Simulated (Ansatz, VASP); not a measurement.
# One calculation of KBr, two programs

```xyz
8
Lattice="4.6793 0.0000 0.0000 -2.3396 4.0524 0.0000 0.0000 0.0000 15.7641" Properties=species:S:1:pos:R:3 pbc="T T T"
K     0.0000    2.7016    1.9424
K     2.3396    1.3508    9.8244
K     0.0000    2.7016    5.9397
K     2.3396    1.3508   13.8218
Br    0.0000    0.0000    0.0000
Br    0.0000    0.0000    7.8821
Br    0.0000    2.7016   11.8231
Br    2.3396    1.3508    3.9410
```

Change from the starting cell: species swapped into the TiAs type (P6_3/mmc, No. 194).

Alike in both runs: task relaxation of cell and atoms; functional PBE; k mesh 6 × 6 × 2; occupations gaussian, width 0.02 eV; no spin polarisation.

|  | VASP | Ansatz |
| --- | --- | --- |
| version | VASP 6.6.1 | Ansatz 0.2.0 |
| potentials or method | VASP PAW PBE potentials, release 64 (K_sv, Br), cutoff 600 eV | scalar-relativistic, plane waves, PAW |
| valence electrons in the cell | 64 | 64 |

|  | VASP | Ansatz | Ansatz less VASP |
| --- | --- | --- | --- |
| gap on the k mesh at the Fermi level, each at its own relaxed structure (eV) | 4.25 | 4.25 | +0.003 |
| relaxed volume (Å³/atom) | 37.92 | 37.77 | -0.147 |
| relaxed length of the cell vector where the two differ most in proportion (Å) | 4.697 | 4.683 | -0.0140 |
